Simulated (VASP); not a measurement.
# Ba (Pm-3m) in VASP: notebook, part 2 of 2

VASP 6.6.1.

**5. Single point, BLYP (volume scaled by 1.12)**

File INCAR:

```
SYSTEM = Ba
PREC = Accurate
ENCUT = 500
EDIFF = 1E-6
ISMEAR = -1
SIGMA = 0.1
LREAL = .FALSE.
LASPH = .TRUE.
NELM = 120
ALGO = Normal
ISIF = 2
LWAVE = .FALSE.
LCHARG = .FALSE.
GGA = B5
ALDAX = 1.0
AGGAX = 1.0
AGGAC = 1.0
ALDAC = 0.0
NBANDS = 11
GGA_COMPAT = .FALSE.
```

File KPOINTS:

```
regular mesh
0
G
  9 9 9
  0 0 0
```

File POSCAR:

```
Ba
1.0
    4.2283792392      0.0000000000      0.0000000000
    0.0000000000      4.2283792392      0.0000000000
    0.0000000000      0.0000000000      4.2283792392
Ba
1
Direct
    0.0000000000      0.0000000000      0.0000000000
```

Potentials or basis: VASP PAW PBE potentials, release 64 (Ba_sv).

On the command line:

```sh
cat potpaw_PBE.64/Ba_sv/POTCAR > POTCAR
mpirun -np 1 vasp_std > vasp.out
```

OUTCAR:

```text
SYSTEM = Ba
   PREC = Accurate
   ENCUT = 500
   EDIFF = 1E-6
   ISMEAR = -1
   LREAL = .FALSE.
   LASPH = .TRUE.
   NELM = 120
   ISIF = 2
   GGA = B5

 ion  position               nearest neighbor table
   1  0.000  0.000  0.000-

  LATTYP: Found a simple cubic cell.
 ALAT       =     4.2283792392

  Lattice vectors:

 A1 = (   4.2283792392,   0.0000000000,   0.0000000000)
 A2 = (   0.0000000000,   4.2283792392,   0.0000000000)
 A3 = (   0.0000000000,   0.0000000000,   4.2283792392)

[... 514 lines left out ...]
     10       4.6715      0.00000
     11       6.8003      0.00000

 [... further k-points ...]

------------------------ aborting loop because EDIFF is reached ----------------------------------------

  FORCE on cell =-STRESS in cart. coord.  units (eV):
  Direction    XX          YY          ZZ          XY          YZ          ZX
  --------------------------------------------------------------------------------------
  -------------------------------------------------------------------------------------
  Total       -0.2076407     -0.2076407     -0.2076407      0.0000000      0.0000000      0.0000000
  in kB       -4.4004920     -4.4004920     -4.4004920      0.0000000      0.0000000      0.0000000
  external PRESSURE =      -4.4004920 kB  Pullay stress =       0.0000000 kB

 VOLUME and BASIS-vectors are now :
 -----------------------------------------------------------------------------
  energy-cutoff  :      500.00
  volume of cell :       75.60
      direct lattice vectors                 reciprocal lattice vectors
     4.228379239  0.000000000  0.000000000     0.236497235  0.000000000  0.000000000
     0.000000000  4.228379239  0.000000000     0.000000000  0.236497235  0.000000000
     0.000000000  0.000000000  4.228379239     0.000000000  0.000000000  0.236497235

 POSITION                                       TOTAL-FORCE (eV/Angst)
 -----------------------------------------------------------------------------------
      0.00000      0.00000      0.00000         0.000000      0.000000      0.000000
 -----------------------------------------------------------------------------------
    total drift:                                0.000000      0.000000      0.000000

  FREE ENERGIE OF THE ION-ELECTRON SYSTEM (eV)
  ---------------------------------------------------
  free  energy   TOTEN  =        -0.9530870569 eV

  energy  without entropy=       -0.8960554516  energy(sigma->0) =       -0.92457125
```

OSZICAR:

```text
N       E                     dE             d eps       ncg     rms          rms(c)
DAV:   1     0.580195566406E+02    0.58020E+02   -0.39074E+03   770   0.702E+02
DAV:   2     0.215340717466E+01   -0.55866E+02   -0.54252E+02   957   0.131E+02
DAV:   3    -0.833643478041E+00   -0.29871E+01   -0.29670E+01  1027   0.331E+01
DAV:   4    -0.938851434095E+00   -0.10521E+00   -0.10494E+00  1024   0.527E+00
DAV:   5    -0.941889440731E+00   -0.30380E-02   -0.30378E-02  1063   0.709E-01    0.171E+00
DAV:   6    -0.945014028569E+00   -0.31246E-02   -0.63287E-03   880   0.737E-01    0.104E+00
DAV:   7    -0.951892883653E+00   -0.68789E-02   -0.20754E-02   846   0.133E+00    0.905E-02
DAV:   8    -0.953059559949E+00   -0.11667E-02   -0.39783E-03   920   0.446E-01    0.408E-02
DAV:   9    -0.953069333247E+00   -0.97733E-05   -0.11617E-04   951   0.958E-02    0.162E-02
DAV:  10    -0.953084440933E+00   -0.15108E-04   -0.26026E-05   916   0.305E-02    0.542E-03
DAV:  11    -0.953087064496E+00   -0.26236E-05   -0.55106E-06   904   0.152E-02    0.302E-03
DAV:  12    -0.953087056945E+00    0.75510E-08   -0.52084E-07   508   0.559E-03
   1 F= -.95308706E+00 E0= -.92457125E+00  d E =-.570316E-01
```

Wall time 42 s (1 thread of Intel Xeon 8259CL, shared host); peak memory 0.18 GiB.

What came out:

```
Free energy : -0.9531 eV
Pressure    : -0.4 GPa
```

Caveat: the cell differs from its parent crystal (volume scaled by 1.12); the PAW data sets were made with another functional, which shifts forces and pressure a little; spin-orbit coupling is left out, which moves the levels of the heavy elements.

**6. Relaxation of cell and atoms, BLYP**

File INCAR:

```
AGGAC = 1.0 ; AGGAX = 1.0
ALDAC = 0.0 ; ALDAX = 1.0
ALGO = Normal ; EDIFF = 1E-7
EDIFFG = -0.01 ; ENCUT = 500
GGA = B5 ; GGA_COMPAT = F
IBRION = 2 ; ISIF = 3
ISMEAR = -1 ; LASPH = T
LCHARG = F ; LREAL = F
LWAVE = F ; NELM = 120
NELMIN = 4 ; NSW = 80
PREC = Accurate ; SIGMA = 0.1
```

File KPOINTS:

```
k-points
0
Gamma
  8 8 8
```

File POSCAR:

```
Ba
1.0
    4.0716264249      0.0000000000      0.0000000000
    0.0000000000      4.0716264249      0.0000000000
    0.0000000000      0.0000000000      4.0716264249
Ba
1
Direct
    0.0000000000      0.0000000000      0.0000000000
```

Potentials or basis: VASP PAW PBE potentials, release 64 (Ba_sv).

On the command line:

```sh
cat potpaw_PBE.64/Ba_sv/POTCAR > POTCAR
mpirun -np 1 vasp_std > vasp.out
```

OUTCAR:

```text
EDIFF = 1E-7
   EDIFFG = -0.01
   ENCUT = 500
   GGA = B5
   IBRION = 2
   ISIF = 3
   ISMEAR = -1
   LASPH = T
   LREAL = F
   NELM = 120
   NELMIN = 4
   NSW = 80
   PREC = Accurate

 ion  position               nearest neighbor table
   1  0.000  0.000  0.000-

  LATTYP: Found a simple cubic cell.
 ALAT       =     4.0716264249

  Lattice vectors:

 A1 = (   4.0716264249,   0.0000000000,   0.0000000000)
 A2 = (   0.0000000000,   4.0716264249,   0.0000000000)
 A3 = (   0.0000000000,   0.0000000000,   4.0716264249)

Analysis of symmetry for initial positions (statically):
=====================================================================
 Subroutine PRICEL returns:
 Original cell was already a primitive cell.

 Routine SETGRP: Setting up the symmetry group for a
 simple cubic supercell.

 Subroutine GETGRP returns: Found 48 space group operations
 (whereof 48 operations were pure point group operations)
 out of a pool of 48 trial point group operations.

The static configuration has the point symmetry O_h .

Analysis of symmetry for dynamics (positions and initial velocities):
=====================================================================
 Subroutine PRICEL returns:
 Original cell was already a primitive cell.

 Routine SETGRP: Setting up the symmetry group for a
 simple cubic supercell.

 Subroutine GETGRP returns: Found 48 space group operations
 (whereof 48 operations were pure point group operations)
 out of a pool of 48 trial point group operations.

The dynamic configuration has the point symmetry O_h .

 Subroutine INISYM returns: Found 48 space group operations
 (whereof 48 operations are pure point group operations),
 and found     1 'primitive' translations

----------------------------------------------------------------------------------------

                                     Primitive cell

  volume of cell :      67.5000

  direct lattice vectors                    reciprocal lattice vectors
     4.071626425  0.000000000  0.000000000     0.245602100  0.000000000  0.000000000
     0.000000000  4.071626425  0.000000000     0.000000000  0.245602100  0.000000000
     0.000000000  0.000000000  4.071626425     0.000000000  0.000000000  0.245602100

  length of vectors
     4.071626425  4.071626425  4.071626425     0.245602100  0.245602100  0.245602100

  position of ions in fractional coordinates (direct lattice)
     0.000000000  0.000000000  0.000000000

  ion indices of the primitive-cell ions
   primitive index   ion index
                 1           1

----------------------------------------------------------------------------------------

 KPOINTS: k-points

Automatic generation of k-mesh.
 Grid dimensions read from file:
 generate k-points for:    8    8    8

 Generating k-lattice:

  Cartesian coordinates                     Fractional coordinates (reciprocal lattice)
     0.030700262  0.000000000  0.000000000     0.125000000  0.000000000  0.000000000
     0.000000000  0.030700262  0.000000000     0.000000000  0.125000000  0.000000000
     0.000000000  0.000000000  0.030700262     0.000000000  0.000000000  0.125000000

  Length of vectors
     0.030700262  0.030700262  0.030700262

  Shift w.r.t. Gamma in fractional coordinates (k-lattice)
[... 41 lines left out ...]
   NGXF,Y,Z  is equivalent  to a cutoff of  24.50, 24.50, 24.50 a.u.
 SYSTEM =  unknown system
   PREC   = accura    normal or accurate (medium, high low for compatibility)
   ISTART =      0    job   : 0-new  1-cont  2-samecut
   ICHARG =      2    charge: 1-file 2-atom 10-const
   ISPIN  =      1    spin polarized calculation?
   LNONCOLLINEAR =      F non collinear calculations
   LSORBIT =      F    spin-orbit coupling
   LASPH  =      T    aspherical Exc in radial PAW
   ENCUT  =  500.0 eV  36.75 Ry    6.06 a.u.   7.42  7.42  7.42*2*pi/ulx,y,z
   NELM   =    120;   NELMIN=  4; NELMDL= -5     # of ELM steps
   EDIFF  = 0.1E-06   stopping-criterion for ELM
   LREAL  =      F    real-space projection
   EDIFFG = -.1E-01   stopping-criterion for IOM
   NSW    =     80    number of steps for IOM
   IBRION =      2    ionic relax: 0-MD 1-quasi-New 2-CG
   NFREE  =      1    steps in history (QN), initial steepest desc. (CG)
   ISIF   =      3    stress and relaxation
   ISYM   =      2    0-nonsym 1-usesym 2-fastsym
   POTIM  = 0.5000    time-step for ionic-motion
   TEBEG  =    0.0;   TEEND  =   0.0 temperature during run
   PSTRESS=    0.0 pullay stress
   NELECT =      10.0000    total number of electrons
   NUPDOWN=      -1.0000    fix difference up-down
   EMIN   =  10.00;   EMAX   =-10.00  energy-range for DOS
   EFERMI =   0.00;   METHOD = LEGACY
   ISMEAR =    -1;   SIGMA  =   0.10  broadening in eV -4-tet -1-fermi 0-gaus
   EFERMI_NEDOS =   21; number of points for ismear=-14 and -15
   IALGO  =     38    algorithm
   IMIX   =      4    mixing-type and parameters
     AMIX     =   0.40;   BMIX     =  1.00
     AMIX_MAG =   1.60;   BMIX_MAG =  1.00
  volume/ion in A,a.u.               =      67.50       455.51
  Fermi-wavevector in a.u.,A,eV,Ry     =   0.866244  1.636964 10.209522  0.750379
  Thomas-Fermi vector in A             =   1.984605
   LORBIT       =      0    0 simple, 1 ext, 2 COOP (PROOUT), +10 PAW based schemes
   GGA     = B5    functional components
   LHFCALC =     F    Hartree Fock is set to
   AEXX    =    0.0000 exact exchange contribution
   IVDW    =     0    specifies the selected vdW correction
   LEPSILON=     F    determine dielectric tensor
   LRPA    =     F    only Hartree local field effects (RPA)
 conjugate gradient relaxation of ions
 non-spin polarized calculation
  energy-cutoff  :      500.00
  volume of cell :       67.50
 maximum number of plane-waves:      1747
 NGX is ok and might be reduce to    30
   NGX = 15   NGY = 15   NGZ = 15

--------------------------------------- Ionic step        1  -------------------------------------------

 number of electron      10.0000000 magnetization

 Free energy of the ion-electron system (eV)
  ---------------------------------------------------
  ext. energy  EPLUGINS =         0.00000000
  ---------------------------------------------------
  free energy    TOTEN  =        -0.96186825 eV

  energy without entropy =       -0.91361384  energy(sigma->0) =       -0.93774104

------------------------ aborting loop because EDIFF is reached ----------------------------------------

  FORCE on cell =-STRESS in cart. coord.  units (eV):
  Direction    XX          YY          ZZ          XY          YZ          ZX
  --------------------------------------------------------------------------------------
  -------------------------------------------------------------------------------------
  Total        0.0426506      0.0426506      0.0426506     -0.0000000     -0.0000000     -0.0000000
  in kB        1.0123533      1.0123533      1.0123533     -0.0000000     -0.0000000     -0.0000000
  external PRESSURE =       1.0123533 kB  Pullay stress =       0.0000000 kB
[... 127 lines left out ...]
--------------------------------------- Ionic step        5  -------------------------------------------

 number of electron      10.0000001 magnetization

 Free energy of the ion-electron system (eV)
  ---------------------------------------------------
  ext. energy  EPLUGINS =         0.00000000
  ---------------------------------------------------
  free energy    TOTEN  =        -0.96223556 eV

  energy without entropy =       -0.91266715  energy(sigma->0) =       -0.93745135

 E-fermi :   1.7736     XC(G=0):  -6.6418

 val. band max:        1.7711060003   @ k =   0.5000   0.5000   0.5000
 cond. band min:       1.8108589598   @ k =   0.0000   0.0000   0.0000
 fundamental gap:      0.0397529595
 Fermi energy:         1.7736328569

 k-point     1 :       0.0000    0.0000    0.0000
  band No.  band energies     occupation
      1     -27.5126      2.00000
      2     -12.4865      2.00000
      3     -12.4865      2.00000
      4     -12.4865      2.00000
      5      -0.7108      2.00000
      6       1.8109      0.81599
      7       1.8109      0.81599
      8       5.9654      0.00000
      9       5.9654      0.00000
[... 265 lines left out ...]
 k-point    24 :       0.5000    0.3750    0.1250
  band No.  band energies     occupation
      1     -27.4360      2.00000
      2     -12.9367      2.00000
      3     -12.8578      2.00000
      4     -12.4740      2.00000
      5       1.2160      1.99246
      6       2.4781      0.00174
      7       3.4237      0.00000
      8       3.6624      0.00000
      9       5.0552      0.00000

 [... further k-points ...]

------------------------ aborting loop because EDIFF is reached ----------------------------------------

  FORCE on cell =-STRESS in cart. coord.  units (eV):
  Direction    XX          YY          ZZ          XY          YZ          ZX
  --------------------------------------------------------------------------------------
  -------------------------------------------------------------------------------------
  Total        0.0030385      0.0030385      0.0030385     -0.0000000     -0.0000000      0.0000000
  in kB        0.0709355      0.0709355      0.0709355     -0.0000000     -0.0000000      0.0000000
  external PRESSURE =       0.0709355 kB  Pullay stress =       0.0000000 kB
[... 16 lines left out ...]
  FREE ENERGIE OF THE ION-ELECTRON SYSTEM (eV)
  ---------------------------------------------------
  free  energy   TOTEN  =        -0.9622355636 eV

  energy  without entropy=       -0.9126671461  energy(sigma->0) =       -0.93745135

 reached required accuracy - stopping structural energy minimisation
```

CONTCAR:

```text
Ba
   1.00000000000000
     4.0942169955559207   -0.0000000000000000   -0.0000000000000000
    -0.0000000000000000    4.0942169955559207   -0.0000000000000000
    -0.0000000000000000   -0.0000000000000000    4.0942169955559207
  Ba
     1
Direct
     0.0000000000000000    0.0000000000000000    0.0000000000000000

  0.00000000E+00  0.00000000E+00  0.00000000E+00
```

It took 2.6 min on 1 thread of Intel Xeon 8259CL, shared host; peak memory 0.18 GiB.

What came out:

* Free energy: -0.9622 eV
* Relaxed volume: 68.63 Å³/atom
* Relaxed cell: a = 4.094 Å, b = 4.094 Å, c = 4.094 Å, α = 90.00°, β = 90.00°, γ = 90.00°
* Space group after relaxing (to 0.05 Å): Pm-3m (No. 221)
* Energy gained by relaxing: 0.4 meV/atom
* Ionic steps: 5
* Pressure after relaxing: 0.0 GPa
* Band gap on the k mesh: zero (band 5 reaches 1.77 eV, above the bottom of band 6 at 1.72 eV)

Step by step:
| step | energy change (eV) | largest force (eV/Å) | pressure (GPa) | volume (Å³) |
| --- | --- | --- | --- | --- |
| 1 | 0.0000 | 0.0000 | 0.10 | 67.50 |
| 2 | -0.0002 | 0.0000 | 0.06 | 67.92 |
| 3 | -0.0003 | 0.0000 | 0.03 | 68.32 |
| 4 | -0.0003 | 0.0000 | -0.04 | 69.13 |
| 5 | -0.0004 | 0.0000 | 0.01 | 68.63 |

Final structure:
```yaml
crystal:
  lattice:
    - [4.09422, 0.00000, 0.00000]
    - [0.00000, 4.09422, 0.00000]
    - [0.00000, 0.00000, 4.09422]
  atoms:
    - { symbol: Ba, position: [0.00000, 0.00000, 0.00000] }
```

Levels at points of the mesh, in eV from the Fermi level:
```
           k point  band 3  band 4  band 5  band 6  band 7  band 8
(0.00, 0.00, 0.00)  -14.26  -14.26   -2.48    0.04    0.04    4.19
(0.50, 0.00, 0.00)  -14.21  -14.21   -0.79    0.52    0.74    2.30
(0.50, 0.50, 0.00)  -14.71  -14.17   -0.82    0.50    2.70    2.70
(0.50, 0.50, 0.50)  -14.64  -14.64    0.00    0.00    0.00    3.99
```

Caveat: the PAW data sets were made with another functional, which shifts forces and pressure a little; spin-orbit coupling is left out, which moves the levels of the heavy elements.

**7. Overview**

| task | cell | k mesh | gap on the mesh (eV) | pressure (GPa) |
| --- | --- | --- | --- | --- |
| single point | a = 4.072 Å, 1 atom | 8 × 8 × 8 | none | 0.1 |
| single point | a = 4.072 Å, 1 atom | 9 × 9 × 9 | 0.07 | 0.1 |
| single point | a = 4.177 Å, 1 atom | 9 × 9 × 9 | - | -0.3 |
| single point | a = 4.228 Å, 1 atom | 9 × 9 × 9 | - | -0.4 |
| relaxation of cell and atoms | relaxed from a = 4.072 Å, 1 atom | 8 × 8 × 8 | none | 0.0 |

Alike in all rows: level BLYP; potentials or basis VASP PAW PBE potentials, release 64 (Ba_sv); no spin polarisation; cutoff (eV) 500; smearing fermi-dirac 0.1 eV.

Caveats: the PAW data sets were made with another functional, which shifts forces and pressure a little; spin-orbit coupling is left out, which moves the levels of the heavy elements.

Total energies depend on the potentials used, so only differences within one code and one set of settings carry meaning.
